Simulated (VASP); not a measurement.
# Mo3HS6 in VASP: further runs

Mo3HS6 is run at these levels: PBEsol; tasks: single point.

Everything below comes from runs of VASP 6.6.1. Logs are shortened: lines on timing, memory, paths and dates and some standing lists are left out, and cuts for length are marked.

## Step 1: The cell of the first run

The cell holds a slab with vacuum, 10 atoms: a = 3.120 Å, b = 6.347 Å, c = 25.660 Å, α = 90.00°, β = 90.00°, γ = 104.23°.

## Step 2: Single point, PBEsol

Contents of INCAR:

```
SYSTEM = Mo3HS6
ALGO = Normal ; DIPOL = 0.5 0.5 0.478
EDIFF = 1E-7 ; ENCUT = 520
GGA = PS ; IDIPOL = 3
ISIF = 2 ; ISMEAR = 0
ISYM = 0 ; LASPH = .True.
LCHARG = .True. ; LDIPOL = .True.
LELF = .True. ; LREAL = .False.
LVACPOTAV = .True. ; LVHAR = .True.
LWAVE = .False. ; NBANDS = 50
NELM = 100 ; PREC = Accurate
SIGMA = 0.1
```

Contents of KPOINTS:

```
k-points
0
Gamma
  10 5 1
  0 0 0
```

Contents of POSCAR:

```
Mo3HS6
1.0
    3.1204068985      0.0000000000      0.0000000000
   -1.5602034492      6.1523257957      0.0000000000
    0.0000000000      0.0000000000     25.6597815141
S Mo H
6 3 1
Direct
    0.8927222995      0.7854433174      0.3312576919
    0.1715897680      0.3431782543      0.3824398182
    0.4248776924      0.8497541032      0.4354374436
    0.7047333470      0.4094654124      0.4861970894
    0.9628709171      0.9257405526      0.5411345583
    0.1730196972      0.3460381128      0.6172031673
    0.5321560338      0.0643107859      0.3568487551
    0.0634221066      0.1268429315      0.4560351157
    0.6028616923      0.2057221030      0.5588565878
    0.5063530305      1.0127047794      0.6106678377
```

Potentials or basis: VASP PAW PBE potentials, release 64 (S, Mo_sv, H).

On the command line:

```bash
$ cat potpaw_PBE.64/S/POTCAR potpaw_PBE.64/Mo_sv/POTCAR potpaw_PBE.64/H/POTCAR > POTCAR
$ mpirun -np 1 vasp_std > vasp.out
```

OUTCAR:

```text
SYSTEM = Mo3HS6
   EDIFF = 1E-7
   ENCUT = 520
   GGA = PS
   ISIF = 2
   ISMEAR = 0
   ISYM = 0
   LASPH = .True.
   LREAL = .False.
   NELM = 100
   PREC = Accurate

 ion  position               nearest neighbor table
   1  0.893  0.785  0.331-   7 2.41   7 2.41
   2  0.172  0.343  0.382-   8 2.31   7 2.41   7 2.41
   3  0.425  0.850  0.435-   8 2.37   8 2.37   7 2.41
   4  0.705  0.409  0.486-   9 2.25   8 2.46   8 2.46
   5  0.963  0.926  0.541-   9 2.37   9 2.37   8 2.51
   6  0.173  0.346  0.617-   9 2.33   9 2.33
   7  0.532  0.064  0.357-   3 2.41   2 2.41   2 2.41   1 2.41   1 2.41   8 3.01   8 3.01
   8  0.063  0.127  0.456-   2 2.31   3 2.37   3 2.37   4 2.46   4 2.46   5 2.51   7 3.01   7 3.01
                             9 3.10   9 3.10
   9  0.603  0.206  0.559-  10 1.78   4 2.25   6 2.33   6 2.33   5 2.37   5 2.37   8 3.10   8 3.10

  10  0.506  0.013  0.611-   9 1.78

IMPORTANT INFORMATION: All symmetrisations will be switched off!
NOSYMM: (Re-)initialisation of all symmetry stuff for point group C_1.

----------------------------------------------------------------------------------------

                                     Primitive cell

  volume of cell :     492.6103

  direct lattice vectors                    reciprocal lattice vectors
     3.120406899  0.000000000  0.000000000     0.320471026  0.081270078  0.000000000
    -1.560203449  6.152325796  0.000000000     0.000000000  0.162540157  0.000000000
     0.000000000  0.000000000 25.659781514     0.000000000  0.000000000  0.038971493

  length of vectors
     3.120406899  6.347073932 25.659781514     0.330615342  0.162540157  0.038971493

  position of ions in fractional coordinates (direct lattice)
     0.892722300  0.785443317  0.331257692
     0.171589768  0.343178254  0.382439818
     0.424877692  0.849754103  0.435437444
     0.704733347  0.409465412  0.486197089
     0.962870917  0.925740553  0.541134558
     0.173019697  0.346038113  0.617203167
     0.532156034  0.064310786  0.356848755
     0.063422107  0.126842932  0.456035116
     0.602861692  0.205722103  0.558856588
     0.506353031  0.012704779  0.610667838

  ion indices of the primitive-cell ions
   primitive index   ion index
                 1           1
                 2           2
                 3           3
                 4           4
                 5           5
                 6           6
                 7           7
                 8           8
                 9           9
                10          10

----------------------------------------------------------------------------------------

 KPOINTS: k-points

Automatic generation of k-mesh.
 Grid dimensions read from file:
 generate k-points for:   10    5    1

 Generating k-lattice:

  Cartesian coordinates                     Fractional coordinates (reciprocal lattice)
     0.032047103  0.008127008  0.000000000     0.100000000  0.000000000  0.000000000
     0.000000000  0.032508031  0.000000000     0.000000000  0.200000000  0.000000000
     0.000000000  0.000000000  0.038971493     0.000000000  0.000000000  1.000000000

  Length of vectors
     0.033061534  0.032508031  0.038971493

  Shift w.r.t. Gamma in fractional coordinates (k-lattice)
     0.000000000  0.000000000  0.000000000

 -----------------------------------------------------------------------------
|                                                                             |
|           W    W    AA    RRRRR   N    N  II  N    N   GGGG   !!!           |
|           W    W   A  A   R    R  NN   N  II  NN   N  G    G  !!!           |
|           W    W  A    A  R    R  N N  N  II  N N  N  G       !!!           |
|           W WW W  AAAAAA  RRRRR   N  N N  II  N  N N  G  GGG   !            |
|           WW  WW  A    A  R   R   N   NN  II  N   NN  G    G                |
|           W    W  A    A  R    R  N    N  II  N    N   GGGG   !!!           |
|                                                                             |
|     Your reciprocal lattice and k-lattice belong to different lattice       |
|     classes:                                                                |
|                                                                             |
|        The reciprocal lattice is base centered orthorhombic,                |
|        whereas your k-lattice is simple monoclinic.                         |
|                                                                             |
|     Results are often still useful ...                                      |
|                                                                             |
 -----------------------------------------------------------------------------

 WARNING: IBZKPT: internal override: KBLOWUP is changed to .FALSE.
      ... skipping the blow-up phase ...

 Subroutine IBZKPT returns following result:
 ===========================================

 Found     26 irreducible k-points:

 Following reciprocal coordinates:
            Coordinates               Weight
  0.000000  0.000000  0.000000      1.000000
  0.100000 -0.000000  0.000000      2.000000
  0.200000 -0.000000  0.000000      2.000000
  0.300000 -0.000000  0.000000      2.000000
  0.400000 -0.000000  0.000000      2.000000
  0.500000 -0.000000  0.000000      1.000000
[... 16 lines left out ...]
 -0.400000  0.400000  0.000000      2.000000
 -0.300000  0.400000  0.000000      2.000000
 [... further k-points ...]
   k-points           NKPTS =     26   k-points in BZ     NKDIM =     26   number of bands    NBANDS=     50
   number of dos      NEDOS =    301   number of ions     NIONS =     10
   total plane-waves  NPLWV = 221184
   dimension x,y,z NGX =    24 NGY =   48 NGZ =  192
   dimension x,y,z NGXF=    48 NGYF=   96 NGZF=  384
   ions per type =               6   3   1
   NGX,Y,Z   is equivalent  to a cutoff of  12.79, 12.57, 12.44 a.u.
   NGXF,Y,Z  is equivalent  to a cutoff of  25.57, 25.14, 24.88 a.u.
 SYSTEM =  Mo3HS6
   PREC   = accura    normal or accurate (medium, high low for compatibility)
   ISTART =      0    job   : 0-new  1-cont  2-samecut
   ICHARG =      2    charge: 1-file 2-atom 10-const
   ISPIN  =      1    spin polarized calculation?
   LNONCOLLINEAR =      F non collinear calculations
   LSORBIT =      F    spin-orbit coupling
   LASPH  =      T    aspherical Exc in radial PAW
   ENCUT  =  520.0 eV  38.22 Ry    6.18 a.u.   5.80 11.80 47.71*2*pi/ulx,y,z
   NELM   =    100;   NELMIN=  2; NELMDL= -5     # of ELM steps
   EDIFF  = 0.1E-06   stopping-criterion for ELM
   LREAL  =      F    real-space projection
   EDIFFG = 0.1E-05   stopping-criterion for IOM
   NSW    =      0    number of steps for IOM
   IBRION =     -1    ionic relax: 0-MD 1-quasi-New 2-CG
   NFREE  =      0    steps in history (QN), initial steepest desc. (CG)
   ISIF   =      2    stress and relaxation
   ISYM   =      0    0-nonsym 1-usesym 2-fastsym
   POTIM  = 0.5000    time-step for ionic-motion
   TEBEG  =    0.0;   TEEND  =   0.0 temperature during run
   PSTRESS=    0.0 pullay stress
   NELECT =      79.0000    total number of electrons
   NUPDOWN=      -1.0000    fix difference up-down
   EMIN   =  10.00;   EMAX   =-10.00  energy-range for DOS
   EFERMI =   0.00;   METHOD = LEGACY
   ISMEAR =     0;   SIGMA  =   0.10  broadening in eV -4-tet -1-fermi 0-gaus
   EFERMI_NEDOS =   21; number of points for ismear=-14 and -15
   IALGO  =     38    algorithm
   IMIX   =      4    mixing-type and parameters
     AMIX     =   0.40;   BMIX     =  1.00
     AMIX_MAG =   1.60;   BMIX_MAG =  1.00
  volume/ion in A,a.u.               =      49.26       332.43
  Fermi-wavevector in a.u.,A,eV,Ry     =   0.889439  1.680795 10.763585  0.791101
  Thomas-Fermi vector in A             =   2.010999
   LORBIT       =      0    0 simple, 1 ext, 2 COOP (PROOUT), +10 PAW based schemes
   GGA     = PS    functional components
   LHFCALC =     F    Hartree Fock is set to
   AEXX    =    0.0000 exact exchange contribution
   IVDW    =     0    specifies the selected vdW correction
   LEPSILON=     F    determine dielectric tensor
   LRPA    =     F    only Hartree local field effects (RPA)
 non-spin polarized calculation
 Gauss-broadening in eV      SIGMA  =   0.10
  energy-cutoff  :      520.00
  volume of cell :      492.61
 maximum number of plane-waves:     13305
   NGX = 11   NGY = 23   NGZ = 95

 dipolmoment           0.000000      0.000000     -0.168137 electrons x Angstroem

 number of electron      79.0000003 magnetization

 dipolmoment           0.000000      0.000000      0.060094 electrons x Angstroem

 Free energy of the ion-electron system (eV)
  ---------------------------------------------------
  ext. energy  EPLUGINS =         0.00000000
  ---------------------------------------------------
  free energy    TOTEN  =       -68.51825963 eV

  energy without entropy =      -68.49779180  energy(sigma->0) =      -68.50802571

 E-fermi :  -1.0811     XC(G=0):  -4.2227

 val. band max:       -1.1077098176   @ k =   0.2000   0.4000   0.0000
 cond. band min:      -1.0519676251   @ k =   0.0000   0.4000   0.0000
 fundamental gap:      0.0557421924
 Fermi energy:        -1.0810739388

 k-point     1 :       0.0000    0.0000    0.0000
  band No.  band energies     occupation
      1     -62.6381      2.00000
      2     -62.3835      2.00000
      3     -62.3546      2.00000
      4     -36.9442      2.00000
      5     -36.6840      2.00000
      6     -36.6710      2.00000
[... 42 lines left out ...]
     49       2.2482      0.00000
     50       2.4032      0.00000

 k-point     2 :       0.1000   -0.0000    0.0000
  band No.  band energies     occupation
      1     -62.6356      2.00000
      2     -62.3806      2.00000
      3     -62.3528      2.00000
      4     -36.9369      2.00000
      5     -36.7153      2.00000
      6     -36.6696      2.00000
[... 1158 lines left out ...]
 k-point    24 :      -0.3000    0.4000    0.0000
  band No.  band energies     occupation
      1     -62.6214      2.00000
      2     -62.3630      2.00000
      3     -62.3431      2.00000
      4     -36.9159      2.00000
      5     -36.8806      2.00000
      6     -36.6886      2.00000
[... 42 lines left out ...]
     49       2.3489      0.00000
     50       2.4177      0.00000

 [... further k-points ...]
[... 5 lines left out ...]
  --------------------------------------------------------------------------------------
  -------------------------------------------------------------------------------------
  Total       -1.6026092     -0.7967097     -0.4713220      0.0006224     -1.1184978      0.0003159
  in kB       -5.2123636     -2.5912373     -1.5329387      0.0020243     -3.6378285      0.0010273
  external PRESSURE =      -3.1121799 kB  Pullay stress =       0.0000000 kB

 VOLUME and BASIS-vectors are now :
 -----------------------------------------------------------------------------
  energy-cutoff  :      520.00
  volume of cell :      492.61
      direct lattice vectors                 reciprocal lattice vectors
     3.120406899  0.000000000  0.000000000     0.320471026  0.081270078  0.000000000
    -1.560203449  6.152325796  0.000000000     0.000000000  0.162540157  0.000000000
     0.000000000  0.000000000 25.659781514     0.000000000  0.000000000  0.038971493

 POSITION                                       TOTAL-FORCE (eV/Angst)
 -----------------------------------------------------------------------------------
      1.56021      4.83230      8.50000        -0.000036      1.439747     -0.569336
      0.00000      2.11134      9.81332         0.000127      0.787752     -1.453864
      0.00000      5.22796     11.17323        -0.000034      0.275160     -1.169080
      1.56021      2.51916     12.47571        -0.000025      0.711749     -1.344941
      1.56021      5.69546     13.88539        -0.000062      0.037933     -0.236122
      0.00000      2.12894     15.83730         0.000062     -0.118748     -0.154980
      1.56021      0.39566      9.15666        -0.000121     -2.624179      2.868201
      0.00000      0.78038     11.70176        -0.000084      0.235129      0.578293
      1.56021      1.26567     14.34014         0.000244     -0.946145      1.476459
      1.56021      0.07816     15.66960        -0.000071      0.201602      0.005368
 -----------------------------------------------------------------------------------
    total drift:                                0.000287      0.000215     -0.000231

  FREE ENERGIE OF THE ION-ELECTRON SYSTEM (eV)
  ---------------------------------------------------
  free  energy   TOTEN  =       -68.5182596279 eV

  energy  without entropy=      -68.4977918020  energy(sigma->0) =      -68.50802571

 vacuum level on the upper side and lower side of the slab         4.471         3.905
```

Wall time 14 min (1 thread of Intel Xeon 6975P-C (Granite Rapids), shared host); peak memory 0.8 GiB.

What came out:

- Free energy: -68.5183 eV
- Largest force: 3.888 eV/Å
- Band gap on the k mesh: zero (an odd number of electrons rules out a gap without spin polarisation)

Forces on the atoms (eV/Å):
```
S    0.000  1.440 -0.569
S    0.000  0.788 -1.454
S    0.000  0.275 -1.169
S    0.000  0.712 -1.345
S    0.000  0.038 -0.236
S    0.000 -0.119 -0.155
Mo   0.000 -2.624  2.868
Mo   0.000  0.235  0.578
Mo   0.000 -0.946  1.476
H    0.000  0.202  0.005
```

Levels at points of the mesh, in eV from the Fermi level:
| k point | band 36 | band 37 | band 38 | band 39 | band 40 | band 41 | band 42 | band 43 |
| --- | --- | --- | --- | --- | --- | --- | --- | --- |
| (0.00, 0.00, 0.00) | -1.40 | -1.06 | -0.98 | -0.83 | -0.41 | 0.15 | 0.43 | 1.05 |
| (0.50, 0.00, 0.00) | -2.07 | -1.20 | -1.17 | -0.58 | 0.45 | 0.66 | 1.21 | 1.52 |

Caveat: the PAW data sets were made with another functional, which shifts forces and pressure a little.

(Part 1 of 2 ends here.)
